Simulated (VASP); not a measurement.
# CO (P1) in VASP: single point with r2SCAN

Aim: the single point of CO with r2SCAN.

Everything below comes from runs of VASP 6.6.1. Logs are shortened: lines on timing, memory, paths and dates and some standing lists are left out, and cuts for length are marked.

### 1 The cell of the first run

The typed cell holds 8 atoms: a = 5.671 Å, b = 5.362 Å, c = 5.530 Å, α = 88.29°, β = 88.47°, γ = 89.48°.

### 2 Single point, r2SCAN

The input, POSCAR:

```
CO
1.0
    5.6704352200      0.0246021600      0.0747238900
    0.0246021600      5.3610308900      0.0812970300
    0.0747238900      0.0812970300      5.5284090700
C O
4 4
Direct
    0.9605468200      0.9547601600      0.9566050900
    0.5450583900      0.0446882700      0.4569654500
    0.4583186200      0.5407254800      0.0421368900
    0.0415476300      0.4554115700      0.5395683500
    0.0634985000      0.0642922500      0.0656972100
    0.4316525800      0.9361579400      0.5634826000
    0.5646149800      0.4321851300      0.9323554200
    0.9274266700      0.5695697200      0.4307693200
```

The input, INCAR.step1:

```
PREC = Accurate
ENCUT = 520
ISMEAR = -1
SIGMA = 0.1
LREAL = False
LASPH = True
NELM = 100
NBANDS = 30
GGA = PE
ALGO = Normal
EDIFF = 1E-4
LWAVE = True
LCHARG = False
```

The input, INCAR.step2:

```
PREC = Accurate
ENCUT = 520
EDIFF = 1E-6
ISMEAR = -1
SIGMA = 0.1
LREAL = False
LASPH = True
NELM = 100
ALGO = Normal
ISIF = 2
LWAVE = False
LCHARG = True
METAGGA = R2SCAN
LMIXTAU = True
LELF = True
LVHAR = True
NBANDS = 30
ISTART = 1
```

The input, KPOINTS:

```
Automatic mesh
0
Gamma
  3 4 3
  0.5 0 0
```

Potentials or basis: VASP PAW PBE potentials, release 64 (C, O).

Launch:

```sh
cat potpaw_PBE.64/C/POTCAR potpaw_PBE.64/O/POTCAR > POTCAR
cp INCAR.step1 INCAR
mpirun -np 1 vasp_std > vasp.out
cp INCAR.step2 INCAR
mpirun -np 1 vasp_std > vasp.out
```

OUTCAR:

```text
PREC = Accurate
   ENCUT = 520
   EDIFF = 1E-6
   ISMEAR = -1
   LREAL = False
   LASPH = True
   NELM = 100
   ISIF = 2
   METAGGA = R2SCAN
   ISTART = 1

 ion  position               nearest neighbor table
   1  0.961  0.955  0.957-   5 1.05
   2  0.545  0.045  0.457-   6 1.03
   3  0.458  0.541  0.042-   7 1.03
   4  0.042  0.455  0.540-   8 1.07
   5  0.063  0.064  0.066-   1 1.05
   6  0.432  0.936  0.563-   2 1.03
   7  0.565  0.432  0.932-   3 1.03
   8  0.927  0.570  0.431-   4 1.07

  LATTYP: Found a triclinic cell.
 ALAT       =     5.3617037103
 B/A-ratio  =     1.4489267322
 C/A-ratio  =     1.0312975139
 COS(alpha) =     0.0011242865
 COS(beta)  =     0.0299220643
 COS(gamma) =     0.6835045807

  Lattice vectors:

 A1 = (   0.0246021600,   5.3610308900,   0.0812970300)
 A2 = (  -5.6458330600,   5.3364287300,   0.0065731400)
 A3 = (   0.0747238900,   0.0812970300,   5.5284090700)

Analysis of symmetry for initial positions (statically):
=====================================================================
 Subroutine PRICEL returns:
 Original cell was already a primitive cell.

 Routine SETGRP: Setting up the symmetry group for a
 triclinic supercell.

 Subroutine GETGRP returns: Found  1 space group operations
 (whereof  1 operations were pure point group operations)
 out of a pool of  2 trial point group operations.

The static configuration has the point symmetry C_1 .

Analysis of symmetry for dynamics (positions and initial velocities):
=====================================================================
 Subroutine PRICEL returns:
 Original cell was already a primitive cell.

 Routine SETGRP: Setting up the symmetry group for a
 triclinic supercell.

 Subroutine GETGRP returns: Found  1 space group operations
 (whereof  1 operations were pure point group operations)
 out of a pool of  2 trial point group operations.

The dynamic configuration has the point symmetry C_1 .

 Subroutine INISYM returns: Found  1 space group operations
 (whereof  1 operations are pure point group operations),
 and found     1 'primitive' translations

----------------------------------------------------------------------------------------

                                     Primitive cell

  volume of cell :     167.9897

  direct lattice vectors                    reciprocal lattice vectors
     5.670435220  0.024602160  0.074723890     0.176387930 -0.000773476 -0.002372746
     0.024602160  5.361030890  0.081297030    -0.000773476  0.186576286 -0.002733210
     0.074723890  0.081297030  5.528409070    -0.002372746 -0.002733210  0.180956129

  length of vectors
     5.670980913  5.361703710  5.529511706     0.176405584  0.186597908  0.180992323

  position of ions in fractional coordinates (direct lattice)
     0.960546820  0.954760160  0.956605090
     0.545058390  0.044688270  0.456965450
     0.458318620  0.540725480  0.042136890
     0.041547630  0.455411570  0.539568350
     0.063498500  0.064292250  0.065697210
     0.431652580  0.936157940  0.563482600
     0.564614980  0.432185130  0.932355420
     0.927426670  0.569569720  0.430769320

  ion indices of the primitive-cell ions
   primitive index   ion index
                 1           1
                 2           2
                 3           3
                 4           4
                 5           5
                 6           6
                 7           7
                 8           8

----------------------------------------------------------------------------------------

 KPOINTS: Automatic mesh

Automatic generation of k-mesh.
 Grid dimensions read from file:
 generate k-points for:    3    4    3

 Generating k-lattice:

  Cartesian coordinates                     Fractional coordinates (reciprocal lattice)
     0.058795977 -0.000257825 -0.000790915     0.333333333 -0.000000000 -0.000000000
    -0.000193369  0.046644071 -0.000683302     0.000000000  0.250000000  0.000000000
    -0.000790915 -0.000911070  0.060318710    -0.000000000  0.000000000  0.333333333

  Length of vectors
     0.058801861  0.046649477  0.060330774

  Shift w.r.t. Gamma in fractional coordinates (k-lattice)
     0.500000000  0.000000000  0.000000000

 Subroutine IBZKPT returns following result:
 ===========================================

 Found     19 irreducible k-points:

 Following reciprocal coordinates:
            Coordinates               Weight
  0.166667  0.000000 -0.000000      2.000000
  0.500000  0.000000 -0.000000      1.000000
  0.166667  0.250000  0.000000      2.000000
  0.500000  0.250000 -0.000000      2.000000
 -0.166667  0.250000  0.000000      2.000000
  0.166667  0.500000  0.000000      2.000000
[... 11 lines left out ...]
  0.500000 -0.250000  0.333333      2.000000
 -0.166667 -0.250000  0.333333      2.000000
   k-points           NKPTS =     19   k-points in BZ     NKDIM =     19   number of bands    NBANDS=     30
   number of dos      NEDOS =    301   number of ions     NIONS =      8
   total plane-waves  NPLWV =  70560
   dimension x,y,z NGX =    42 NGY =   40 NGZ =   42
   dimension x,y,z NGXF=    84 NGYF=   80 NGZF=   84
   ions per type =               4   4
   NGX,Y,Z   is equivalent  to a cutoff of  12.31, 12.40, 12.63 a.u.
   NGXF,Y,Z  is equivalent  to a cutoff of  24.62, 24.80, 25.25 a.u.
 SYSTEM =  unknown system
   PREC   = accura    normal or accurate (medium, high low for compatibility)
   ISTART =      1    job   : 0-new  1-cont  2-samecut
   ICHARG =      0    charge: 1-file 2-atom 10-const
   ISPIN  =      1    spin polarized calculation?
   LNONCOLLINEAR =      F non collinear calculations
   LSORBIT =      F    spin-orbit coupling
   LASPH  =      T    aspherical Exc in radial PAW
   ENCUT  =  520.0 eV  38.22 Ry    6.18 a.u.  10.54  9.97 10.28*2*pi/ulx,y,z
   NELM   =    100;   NELMIN=  2; NELMDL=  0     # of ELM steps
   EDIFF  = 0.1E-05   stopping-criterion for ELM
   LREAL  =      F    real-space projection
   EDIFFG = 0.1E-04   stopping-criterion for IOM
   NSW    =      0    number of steps for IOM
   IBRION =     -1    ionic relax: 0-MD 1-quasi-New 2-CG
   NFREE  =      0    steps in history (QN), initial steepest desc. (CG)
   ISIF   =      2    stress and relaxation
   ISYM   =      2    0-nonsym 1-usesym 2-fastsym
   POTIM  = 0.5000    time-step for ionic-motion
   TEBEG  =    0.0;   TEEND  =   0.0 temperature during run
   PSTRESS=    0.0 pullay stress
   NELECT =      40.0000    total number of electrons
   NUPDOWN=      -1.0000    fix difference up-down
   EMIN   =  10.00;   EMAX   =-10.00  energy-range for DOS
   EFERMI =   0.00;   METHOD = LEGACY
   ISMEAR =    -1;   SIGMA  =   0.10  broadening in eV -4-tet -1-fermi 0-gaus
   EFERMI_NEDOS =   21; number of points for ismear=-14 and -15
   IALGO  =     38    algorithm
   IMIX   =      4    mixing-type and parameters
     AMIX     =   0.40;   BMIX     =  1.00
     AMIX_MAG =   1.60;   BMIX_MAG =  1.00
  volume/ion in A,a.u.               =      21.00       141.71
  Fermi-wavevector in a.u.,A,eV,Ry     =   1.014691  1.917488 14.008535  1.029598
  Thomas-Fermi vector in A             =   2.147934
   LORBIT       =      0    0 simple, 1 ext, 2 COOP (PROOUT), +10 PAW based schemes
   METAGGA = R2SCAN    functional components
   LHFCALC =     F    Hartree Fock is set to
   AEXX    =    0.0000 exact exchange contribution
   IVDW    =     0    specifies the selected vdW correction
   LEPSILON=     F    determine dielectric tensor
   LRPA    =     F    only Hartree local field effects (RPA)
 non-spin polarized calculation
  energy-cutoff  :      520.00
  volume of cell :      167.99
 maximum number of plane-waves:      4537
   NGX = 21   NGY = 19   NGZ = 21

 number of electron      40.0000005 magnetization

 Free energy of the ion-electron system (eV)
  ---------------------------------------------------
  ext. energy  EPLUGINS =         0.00000000
  ---------------------------------------------------
  free energy    TOTEN  =       -63.55699590 eV

  energy without entropy =      -63.55699590  energy(sigma->0) =      -63.55699590

 E-fermi :  -2.9611     XC(G=0):  -6.8864

 val. band max:       -5.2925980989   @ k =   0.5000   0.0000  -0.0000
 cond. band min:       1.7868279014   @ k =  -0.1667   0.2500   0.0000
 fundamental gap:      7.0794260003
 Fermi energy:        -2.9611494099

 k-point     1 :       0.1667    0.0000   -0.0000
  band No.  band energies     occupation
      1     -28.8130      2.00000
      2     -28.7844      2.00000
      3     -28.5414      2.00000
      4     -28.1649      2.00000
      5     -11.1038      2.00000
      6     -11.0719      2.00000
[... 22 lines left out ...]
     29       5.9730      0.00000
     30       7.2761      0.00000

 k-point     2 :       0.5000    0.0000   -0.0000
  band No.  band energies     occupation
      1     -28.8118      2.00000
      2     -28.7843      2.00000
      3     -28.5419      2.00000
      4     -28.1650      2.00000
      5     -11.0880      2.00000
      6     -11.0699      2.00000
[... 22 lines left out ...]
     29       6.2749      0.00000
     30       6.3382      0.00000

 k-point     3 :       0.1667    0.2500    0.0000
  band No.  band energies     occupation
      1     -28.8088      2.00000
      2     -28.7884      2.00000
      3     -28.5411      2.00000
      4     -28.1653      2.00000
      5     -11.0995      2.00000
      6     -11.0661      2.00000
[... 22 lines left out ...]
     29       6.0443      0.00000
     30       6.9540      0.00000

 k-point     4 :       0.5000    0.2500   -0.0000
  band No.  band energies     occupation
      1     -28.8080      2.00000
      2     -28.7885      2.00000
      3     -28.5417      2.00000
      4     -28.1654      2.00000
      5     -11.0852      2.00000
      6     -11.0662      2.00000
[... 451 lines left out ...]
     29       6.2114      0.00000
     30       6.6788      0.00000

 k-point    18 :       0.5000   -0.2500    0.3333
  band No.  band energies     occupation
      1     -28.8049      2.00000
      2     -28.7914      2.00000
      3     -28.5416      2.00000
      4     -28.1656      2.00000
      5     -11.0877      2.00000
      6     -11.0715      2.00000
[... 22 lines left out ...]
     29       6.4411      0.00000
     30       6.5236      0.00000

 k-point    19 :      -0.1667   -0.2500    0.3333
  band No.  band energies     occupation
      1     -28.8051      2.00000
      2     -28.7914      2.00000
      3     -28.5412      2.00000
      4     -28.1654      2.00000
      5     -11.0990      2.00000
      6     -11.0707      2.00000
[... 22 lines left out ...]
     29       6.2337      0.00000
     30       6.6330      0.00000

------------------------ aborting loop because EDIFF is reached ----------------------------------------

  FORCE on cell =-STRESS in cart. coord.  units (eV):
  Direction    XX          YY          ZZ          XY          YZ          ZX
  --------------------------------------------------------------------------------------
  -------------------------------------------------------------------------------------
  Total       21.8880231     20.1345652     20.7485331      1.7511887      2.2961408     -4.0119854
  in kB      208.7537867    192.0304405    197.8860688     16.7017031     21.8991035    -38.2637182
  external PRESSURE =     199.5567653 kB  Pullay stress =       0.0000000 kB

 VOLUME and BASIS-vectors are now :
 -----------------------------------------------------------------------------
  energy-cutoff  :      520.00
  volume of cell :      167.99
      direct lattice vectors                 reciprocal lattice vectors
     5.670435220  0.024602160  0.074723890     0.176387930 -0.000773476 -0.002372746
     0.024602160  5.361030890  0.081297030    -0.000773476  0.186576286 -0.002733210
     0.074723890  0.081297030  5.528409070    -0.002372746 -0.002733210  0.180956129

 POSITION                                       TOTAL-FORCE (eV/Angst)
 -----------------------------------------------------------------------------------
      5.54169      5.21990      5.43790        -8.299662     -8.343378     -8.640058
      3.12596      0.29013      2.57065        11.136342     10.061026     -9.991559
      2.61532      2.91355      0.31116       -10.302533     10.244031     10.586264
      0.28712      2.48636      3.02308         5.902513     -5.415877      5.430455
      0.36656      0.35158      0.37317         8.307340      8.356570      8.652600
      2.51280      5.07520      3.22352       -11.147148    -10.084404     10.007675
      3.28191      2.40665      5.23177        10.312446    -10.250265    -10.603276
      5.30511      3.11132      2.49707        -5.909299      5.432298     -5.442101
 -----------------------------------------------------------------------------------
    total drift:                                0.001388     -0.000071      0.000252

  FREE ENERGIE OF THE ION-ELECTRON SYSTEM (eV)
  ---------------------------------------------------
  free  energy   TOTEN  =       -63.5569958995 eV

  energy  without entropy=      -63.5569958993  energy(sigma->0) =      -63.55699590
```

It used 630 s of CPU time on 1 thread of AMD EPYC 7R13 Processor (Zen 3), with other jobs on the host.

Results:

| Quantity | Value |
| --- | --- |
| Free energy | -63.5570 eV |
| Pressure | 20.0 GPa |
| Largest force | 18.058 eV/Å |
| Band gap on the k mesh | 7.08 eV, indirect (least direct gap 7.10 eV) |

Forces in eV/Å, atoms in the order of the input:
```
C    -8.300  -8.343  -8.640
C    11.136  10.061  -9.992
C   -10.303  10.244  10.586
C     5.903  -5.416   5.430
O     8.307   8.357   8.653
O   -11.147 -10.084  10.008
O    10.312 -10.250 -10.603
O    -5.909   5.432  -5.442
```

Levels at points of the mesh, in eV from the valence-band top:
```
           k point  band 16  band 17  band 18  band 19  band 20  band 21  band 22  band 23  band 24  band 25
(0.50, 0.00, 0.00)    -3.76    -0.79    -0.71    -0.04     0.00     7.15     7.25     8.01     8.20     8.46
(0.50, 0.50, 0.00)    -3.76    -0.54    -0.49    -0.26    -0.22     7.41     7.46     7.87     7.95     8.50
```

Caveat: the PAW data sets were made with another functional, which shifts forces and pressure a little. r2SCAN opens gaps a little over a GGA but as a rule still falls short of measured ones.
